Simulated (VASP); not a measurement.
# HfN (Fm-3m) in VASP: notebook

Runs on HfN. Level: PBE. Tasks: single point.

Everything below comes from runs of VASP 6.6.1. Logs are shortened: lines on timing, memory, paths and dates and some standing lists are left out, and cuts for length are marked.

## Step 1: The cell of the first run

It takes space group Fm-3m (No. 225, cubic). The conventional cell has a = 4.388 Å, b = 4.388 Å, c = 4.388 Å, α = 90.00°, β = 90.00°, γ = 90.00°. Hf (site symmetry m-3m) has 6 N at 2.19 Å within 2.9 Å. N (site symmetry m-3m) has 6 Hf at 2.19 Å within 2.9 Å.

## Step 2: Single point, PBE

INCAR reads:

```
PREC = Accurate
ENCUT = 520
EDIFF = 1E-6
ISMEAR = 0
SIGMA = 0.1
LREAL = False
LASPH = True
NELM = 100
ALGO = Normal
ISIF = 2
LWAVE = False
LCHARG = True
GGA = PE
LELF = True
LVHAR = True
NBANDS = 14
```

KPOINTS reads:

```
regular mesh
0
Gamma
  11 11 11
```

POSCAR reads:

```
HfN
1.0
    0.0000000000      2.1941603919      2.1941603919
    2.1941603919      0.0000000000      2.1941603919
    2.1941603919      2.1941603919      0.0000000000
Hf N
1 1
Direct
    0.0000000000      0.0000000000      0.0000000000
    0.5000000000      0.5000000000      0.5000000000
```

Potentials or basis: VASP PAW PBE potentials, release 64 (Hf_pv, N).

Launch:

```console
$ cat potpaw_PBE.64/Hf_pv/POTCAR potpaw_PBE.64/N/POTCAR > POTCAR
$ mpirun -np 1 vasp_std > vasp.out
```

OUTCAR:

```text
PREC = Accurate
   ENCUT = 520
   EDIFF = 1E-6
   ISMEAR = 0
   LREAL = False
   LASPH = True
   NELM = 100
   ISIF = 2
   GGA = PE

 ion  position               nearest neighbor table
   1  0.000  0.000  0.000-   2 2.19   2 2.19   2 2.19   2 2.19   2 2.19   2 2.19
   2  0.500  0.500  0.500-   1 2.19   1 2.19   1 2.19   1 2.19   1 2.19   1 2.19

  LATTYP: Found a face centered cubic cell.
 ALAT       =     4.3883207838

  Lattice vectors:

 A1 = (   0.0000000000,   2.1941603919,   2.1941603919)
 A2 = (   2.1941603919,   0.0000000000,   2.1941603919)
 A3 = (   2.1941603919,   2.1941603919,   0.0000000000)

Analysis of symmetry for initial positions (statically):
=====================================================================
 Subroutine PRICEL returns:
 Original cell was already a primitive cell.

 Routine SETGRP: Setting up the symmetry group for a
 face centered cubic supercell.

 Subroutine GETGRP returns: Found 48 space group operations
 (whereof 48 operations were pure point group operations)
 out of a pool of 48 trial point group operations.

The static configuration has the point symmetry O_h .

Analysis of symmetry for dynamics (positions and initial velocities):
=====================================================================
 Subroutine PRICEL returns:
 Original cell was already a primitive cell.

 Routine SETGRP: Setting up the symmetry group for a
 face centered cubic supercell.

 Subroutine GETGRP returns: Found 48 space group operations
 (whereof 48 operations were pure point group operations)
 out of a pool of 48 trial point group operations.

The dynamic configuration has the point symmetry O_h .

 Subroutine INISYM returns: Found 48 space group operations
 (whereof 48 operations are pure point group operations),
 and found     1 'primitive' translations

----------------------------------------------------------------------------------------

                                     Primitive cell

  volume of cell :      21.1269

  direct lattice vectors                    reciprocal lattice vectors
     0.000000000  2.194160392  2.194160392    -0.227877598  0.227877598  0.227877598
     2.194160392  0.000000000  2.194160392     0.227877598 -0.227877598  0.227877598
     2.194160392  2.194160392  0.000000000     0.227877598  0.227877598 -0.227877598

  length of vectors
     3.103011384  3.103011384  3.103011384     0.394695578  0.394695578  0.394695578

  position of ions in fractional coordinates (direct lattice)
     0.000000000  0.000000000  0.000000000
     0.500000000  0.500000000  0.500000000

  ion indices of the primitive-cell ions
   primitive index   ion index
                 1           1
                 2           2

----------------------------------------------------------------------------------------

 KPOINTS: regular mesh

Automatic generation of k-mesh.
 Grid dimensions read from file:
 generate k-points for:   11   11   11

 Generating k-lattice:

  Cartesian coordinates                     Fractional coordinates (reciprocal lattice)
    -0.020716145  0.020716145  0.020716145     0.090909091  0.000000000  0.000000000
     0.020716145 -0.020716145  0.020716145     0.000000000  0.090909091  0.000000000
     0.020716145  0.020716145 -0.020716145     0.000000000  0.000000000  0.090909091

  Length of vectors
     0.035881416  0.035881416  0.035881416

  Shift w.r.t. Gamma in fractional coordinates (k-lattice)
     0.000000000  0.000000000  0.000000000

 Subroutine IBZKPT returns following result:
 ===========================================

 Found     56 irreducible k-points:

 Following reciprocal coordinates:
            Coordinates               Weight
  0.000000  0.000000  0.000000      1.000000
  0.090909  0.000000  0.000000      8.000000
  0.181818  0.000000  0.000000      8.000000
  0.272727  0.000000  0.000000      8.000000
  0.363636  0.000000  0.000000      8.000000
  0.454545  0.000000  0.000000      8.000000
[... 16 lines left out ...]
 -0.272727  0.181818  0.000000     24.000000
 -0.181818  0.181818  0.000000     12.000000
 [... further k-points ...]
   k-points           NKPTS =     56   k-points in BZ     NKDIM =     56   number of bands    NBANDS=     14
   number of dos      NEDOS =    301   number of ions     NIONS =      2
   total plane-waves  NPLWV =  13824
   dimension x,y,z NGX =    24 NGY =   24 NGZ =   24
   dimension x,y,z NGXF=    48 NGYF=   48 NGZF=   48
   ions per type =               1   1
   NGX,Y,Z   is equivalent  to a cutoff of  12.86, 12.86, 12.86 a.u.
   NGXF,Y,Z  is equivalent  to a cutoff of  25.72, 25.72, 25.72 a.u.
 SYSTEM =  unknown system
   PREC   = accura    normal or accurate (medium, high low for compatibility)
   ISTART =      0    job   : 0-new  1-cont  2-samecut
   ICHARG =      2    charge: 1-file 2-atom 10-const
   ISPIN  =      1    spin polarized calculation?
   LNONCOLLINEAR =      F non collinear calculations
   LSORBIT =      F    spin-orbit coupling
   LASPH  =      T    aspherical Exc in radial PAW
   ENCUT  =  520.0 eV  38.22 Ry    6.18 a.u.   5.77  5.77  5.77*2*pi/ulx,y,z
   NELM   =    100;   NELMIN=  2; NELMDL= -5     # of ELM steps
   EDIFF  = 0.1E-05   stopping-criterion for ELM
   LREAL  =      F    real-space projection
   EDIFFG = 0.1E-04   stopping-criterion for IOM
   NSW    =      0    number of steps for IOM
   IBRION =     -1    ionic relax: 0-MD 1-quasi-New 2-CG
   NFREE  =      0    steps in history (QN), initial steepest desc. (CG)
   ISIF   =      2    stress and relaxation
   ISYM   =      2    0-nonsym 1-usesym 2-fastsym
   POTIM  = 0.5000    time-step for ionic-motion
   TEBEG  =    0.0;   TEEND  =   0.0 temperature during run
   PSTRESS=    0.0 pullay stress
   NELECT =      15.0000    total number of electrons
   NUPDOWN=      -1.0000    fix difference up-down
   EMIN   =  10.00;   EMAX   =-10.00  energy-range for DOS
   EFERMI =   0.00;   METHOD = LEGACY
   ISMEAR =     0;   SIGMA  =   0.10  broadening in eV -4-tet -1-fermi 0-gaus
   EFERMI_NEDOS =   21; number of points for ismear=-14 and -15
   IALGO  =     38    algorithm
   IMIX   =      4    mixing-type and parameters
     AMIX     =   0.40;   BMIX     =  1.00
     AMIX_MAG =   1.60;   BMIX_MAG =  1.00
  volume/ion in A,a.u.               =      10.56        71.29
  Fermi-wavevector in a.u.,A,eV,Ry     =   1.460473  2.759894 29.020976  2.132982
  Thomas-Fermi vector in A             =   2.576918
   LORBIT       =      0    0 simple, 1 ext, 2 COOP (PROOUT), +10 PAW based schemes
   GGA     = PE    functional components
   LHFCALC =     F    Hartree Fock is set to
   AEXX    =    0.0000 exact exchange contribution
   IVDW    =     0    specifies the selected vdW correction
   LEPSILON=     F    determine dielectric tensor
   LRPA    =     F    only Hartree local field effects (RPA)
 non-spin polarized calculation
 Gauss-broadening in eV      SIGMA  =   0.10
  energy-cutoff  :      520.00
  volume of cell :       21.13
 maximum number of plane-waves:       578
   NGX = 11   NGY = 11   NGZ = 11

 number of electron      15.0000002 magnetization

 Free energy of the ion-electron system (eV)
  ---------------------------------------------------
  ext. energy  EPLUGINS =         0.00000000
  ---------------------------------------------------
  free energy    TOTEN  =       -21.54573963 eV

  energy without entropy =      -21.54185602  energy(sigma->0) =      -21.54379783

 E-fermi :   9.1231     XC(G=0): -13.1982

 val. band max:        9.1212240471   @ k =   0.4545   0.1818   0.0000
 cond. band min:       9.1581003685   @ k =  -0.0909   0.0909   0.0000
 fundamental gap:      0.0368763213
 Fermi energy:         9.1231094751

 k-point     1 :       0.0000    0.0000    0.0000
  band No.  band energies     occupation
      1     -21.6194      2.00000
      2     -21.6194      2.00000
      3     -21.6194      2.00000
      4      -8.8425      2.00000
      5       6.0594      2.00000
      6       6.0594      2.00000
      7       6.0594      2.00000
      8       8.7807      2.00000
      9       8.7807      2.00000
     10       8.7807      2.00000
     11      11.3693      0.00000
     12      11.3693      0.00000
     13      11.8629      0.00000
     14      18.9621      0.00000

 k-point     2 :       0.0909    0.0000    0.0000
  band No.  band energies     occupation
      1     -21.7383      2.00000
      2     -21.6285      2.00000
      3     -21.6285      2.00000
      4      -8.6122      2.00000
      5       5.2418      2.00000
      6       5.5368      2.00000
      7       5.5368      2.00000
      8       9.0168      1.86733
      9       9.0849      1.41090
     10       9.0849      1.41090
     11      12.0697      0.00000
     12      12.0697      0.00000
     13      12.4357      0.00000
     14      19.6740      0.00000

 k-point     3 :       0.1818    0.0000    0.0000
  band No.  band energies     occupation
      1     -22.0427      2.00000
      2     -21.6525      2.00000
      3     -21.6525      2.00000
      4      -7.9879      2.00000
      5       3.6662      2.00000
      6       4.5392      2.00000
      7       4.5392      2.00000
      8       9.4053      0.00007
      9       9.8497      0.00000
     10       9.8497      0.00000
     11      13.6953      0.00000
     12      13.6953      0.00000
     13      13.7190      0.00000
     14      21.4861      0.00000

 k-point     4 :       0.2727    0.0000    0.0000
  band No.  band energies     occupation
      1     -22.4140      2.00000
      2     -21.6838      2.00000
      3     -21.6838      2.00000
      4      -7.1345      2.00000
      5       2.0634      2.00000
      6       3.6100      2.00000
      7       3.6100      2.00000
      8      10.0467      0.00000
      9      10.9604      0.00000
     10      10.9604      0.00000
     11      14.9599      0.00000
     12      15.6355      0.00000
     13      15.6355      0.00000
     14      21.7996      0.00000

 k-point     5 :       0.3636    0.0000    0.0000
  band No.  band energies     occupation
      1     -22.7324      2.00000
      2     -21.7122      2.00000
      3     -21.7122      2.00000
      4      -6.2659      2.00000
      5       0.7208      2.00000
      6       2.9370      2.00000
      7       2.9370      2.00000
      8      11.1001      0.00000
      9      12.2310      0.00000
     10      12.2310      0.00000
     11      15.3406      0.00000
[... 276 lines left out ...]
 k-point    22 :      -0.3636    0.1818    0.0000
  band No.  band energies     occupation
      1     -22.7324      2.00000
      2     -22.0153      2.00000
      3     -21.7605      2.00000
      4      -6.1632      2.00000
      5       0.7027      2.00000
      6       2.8328      2.00000
      7       3.2752      2.00000
      8      11.5335      0.00000
      9      12.3336      0.00000
     10      12.4835      0.00000
     11      15.6757      0.00000
     12      18.4243      0.00000
     13      19.1306      0.00000
     14      21.5935      0.00000

 k-point    23 :      -0.2727    0.1818    0.0000
  band No.  band energies     occupation
      1     -22.5747      2.00000
      2     -21.9885      2.00000
      3     -21.7065      2.00000
      4      -6.4856      2.00000
      5       1.0727      2.00000
      6       2.9077      2.00000
      7       3.6949      2.00000
      8      10.7240      0.00000
      9      11.2891      0.00000
     10      13.1959      0.00000
     11      14.2169      0.00000
     12      17.2001      0.00000
     13      18.6447      0.00000
     14      21.7673      0.00000

 k-point    24 :      -0.1818    0.1818    0.0000
  band No.  band energies     occupation
      1     -22.3718      2.00000
      2     -21.8905      2.00000
      3     -21.6622      2.00000
      4      -7.0305      2.00000
      5       1.8308      2.00000
      6       3.2593      2.00000
      7       4.1743      2.00000
      8      10.1149      0.00000
      9      10.3446      0.00000
     10      12.6863      0.00000
     11      12.9854      0.00000
     12      16.1768      0.00000
     13      17.2236      0.00000
     14      21.7988      0.00000

 [... further k-points ...]
[... 5 lines left out ...]
  --------------------------------------------------------------------------------------
  -------------------------------------------------------------------------------------
  Total        4.3452506      4.3452506      4.3452506     -0.0000000      0.0000000      0.0000000
  in kB      329.5264670    329.5264670    329.5264670     -0.0000000      0.0000000      0.0000000
  external PRESSURE =     329.5264670 kB  Pullay stress =       0.0000000 kB

 VOLUME and BASIS-vectors are now :
 -----------------------------------------------------------------------------
  energy-cutoff  :      520.00
  volume of cell :       21.13
      direct lattice vectors                 reciprocal lattice vectors
     0.000000000  2.194160392  2.194160392    -0.227877598  0.227877598  0.227877598
     2.194160392  0.000000000  2.194160392     0.227877598 -0.227877598  0.227877598
     2.194160392  2.194160392  0.000000000     0.227877598  0.227877598 -0.227877598

 POSITION                                       TOTAL-FORCE (eV/Angst)
 -----------------------------------------------------------------------------------
      0.00000      0.00000      0.00000         0.000000      0.000000      0.000000
      2.19416      2.19416      2.19416        -0.000000     -0.000000     -0.000000
 -----------------------------------------------------------------------------------
    total drift:                                0.000000     -0.000000     -0.000000

  FREE ENERGIE OF THE ION-ELECTRON SYSTEM (eV)
  ---------------------------------------------------
  free  energy   TOTEN  =       -21.5457396290 eV

  energy  without entropy=      -21.5418560240  energy(sigma->0) =      -21.54379783
```

Wall time 23 s (1 thread of Intel Xeon 8259CL, shared host); peak memory 0.15 GiB.

Results:

| Item | Value |
| --- | --- |
| Free energy | -21.5457 eV |
| Pressure | 33.0 GPa |

Caveat: spin-orbit coupling is left out, which moves the levels of the heavy elements.

## Step 3: Single point, PBE

This run uses another cell than the first one, of 11.02 Å³/atom, 1.043 times its volume.

INCAR reads:

```
SYSTEM = HfN
PREC = Accurate ; ENCUT = 520
EDIFF = 1E-6 ; ISMEAR = 0
SIGMA = 0.1 ; LREAL = .FALSE.
LASPH = .TRUE. ; NELM = 60
ALGO = Normal ; ISIF = 2
LWAVE = .FALSE. ; LCHARG = .FALSE.
GGA = PE ; NBANDS = 14
```

KPOINTS reads:

```
regular mesh
0
G
  11 11 11
  0 0 0
```

POSCAR reads:

```
HfN
1.0
    0.0000000000      2.2255097759      2.2255097759
    2.2255097759      0.0000000000      2.2255097759
    2.2255097759      2.2255097759      0.0000000000
Hf N
1 1
Direct
    0.0000000000      0.0000000000      0.0000000000
    0.5000000000      0.5000000000      0.5000000000
```

Potentials or basis: VASP PAW PBE potentials, release 64 (Hf_pv, N).

Launch:

```console
$ cat potpaw_PBE.64/Hf_pv/POTCAR potpaw_PBE.64/N/POTCAR > POTCAR
$ mpirun -np 1 vasp_std > vasp.out
```

Run time: 24 s. Hardware: 1 thread of Intel Xeon 8259CL, shared host; peak memory 0.15 GiB.

The run converged. Its results:

| Quantity | Value |
| --- | --- |
| Free energy | -21.6882 eV |
| Pressure | 17.1 GPa |

Levels at points of the mesh, in eV from the Fermi level:
```csv
k point,band 6,band 7,band 8,band 9,band 10,band 11
"(0.00, 0.00, 0.00)",-3.02,-3.02,-0.32,-0.32,-0.32,2.13
```

Caveat: spin-orbit coupling is left out, which moves the levels of the heavy elements.

## Step 4: Single point, PBE

This run uses another cell than the first one, of 11.48 Å³/atom, 1.087 times its volume.

INCAR reads:

```
ALGO = Normal
EDIFF = 1E-7
ENCUT = 520
GGA = PE
ISIF = 2
ISMEAR = 0
LASPH = T
LCHARG = F
LREAL = F
LWAVE = F
NBANDS = 14
NELM = 100
PREC = Accurate
SIGMA = 0.1
```

KPOINTS reads:

```
k-points
0
Gamma
  11 11 11
```

POSCAR reads:

```
HfN
1.0
    0.0000000000      2.2560000000      2.2560000000
    2.2560000000      0.0000000000      2.2560000000
    2.2560000000      2.2560000000      0.0000000000
Hf N
1 1
Direct
    0.0000000000      0.0000000000      0.0000000000
    0.5000000000      0.5000000000      0.5000000000
```

Launch:

```console
$ cat potpaw_PBE.64/Hf_pv/POTCAR potpaw_PBE.64/N/POTCAR > POTCAR
$ mpirun -np 1 vasp_std > vasp.out
```

Run time: 22 s. Hardware: 1 thread of Intel Xeon 8259CL, shared host; peak memory 0.15 GiB.

It converged, with:

```yaml
Free_energy: -21.7486 eV
Pressure: 4.2 GPa
```

Levels at points of the mesh, in eV from the Fermi level:
| k point | band 5 | band 6 | band 7 | band 8 | band 9 | band 10 | band 11 | band 12 |
| --- | --- | --- | --- | --- | --- | --- | --- | --- |
| (0.00, 0.00, 0.00) | -2.98 | -2.98 | -2.98 | -0.30 | -0.30 | -0.30 | 1.89 | 2.03 |

Caveat: spin-orbit coupling is left out, which moves the levels of the heavy elements.

## Step 5: Single point, PBE

This run uses another cell than the first one, of 12.40 Å³/atom, 1.174 times its volume.

INCAR reads:

```
ALGO = Normal
EDIFF = 1E-6
ENCUT = 520
GGA = PE
ISIF = 2
ISMEAR = 0
LASPH = T
LCHARG = T
LELF = T
LREAL = F
LVHAR = T
LWAVE = F
NBANDS = 14
NELM = 60
PREC = Accurate
SIGMA = 0.1
```

KPOINTS is that of step 4.

POSCAR reads:

```
HfN
1.0
    0.0000000000      2.3146234414      2.3146234414
    2.3146234414      0.0000000000      2.3146234414
    2.3146234414      2.3146234414      0.0000000000
Hf N
1 1
Direct
    0.0000000000      0.0000000000      0.0000000000
    0.5000000000      0.5000000000      0.5000000000
```

Launch:

```console
$ cat potpaw_PBE.64/Hf_pv/POTCAR potpaw_PBE.64/N/POTCAR > POTCAR
$ mpirun -np 1 vasp_std > vasp.out
```

Run time: 24 s. Hardware: 1 thread of Intel Xeon 8259CL, shared host; peak memory 0.15 GiB.

Results (log left out):

```yaml
Free_energy: -21.6827 eV
Pressure: -14.6 GPa
```

Levels at points of the mesh, in eV from the Fermi level:
| k point | band 6 | band 7 | band 8 | band 9 | band 10 | band 11 |
| --- | --- | --- | --- | --- | --- | --- |
| (0.00, 0.00, 0.00) | -2.88 | -2.88 | -0.26 | -0.26 | -0.26 | 1.18 |

Caveat: spin-orbit coupling is left out, which moves the levels of the heavy elements.

## Step 6: Summary

| cell | gap on the mesh (eV) | pressure (GPa) |
| --- | --- | --- |
| a = 3.103 Å, angles 60.0°, 2 atoms | none | 33.0 |
| a = 3.147 Å, angles 60.0°, 2 atoms | none | 17.1 |
| a = 3.190 Å, angles 60.0°, 2 atoms | none | 4.2 |
| a = 3.273 Å, angles 60.0°, 2 atoms | none | -14.6 |

Alike in all rows: task single point; level PBE; potentials or basis VASP PAW PBE potentials, release 64 (Hf_pv, N); no spin polarisation; k mesh 11 × 11 × 11; cutoff (eV) 520; smearing gaussian 0.1 eV.

Caveats: spin-orbit coupling is left out, which moves the levels of the heavy elements.

Absolute energies hang on the potentials; compare differences alone.
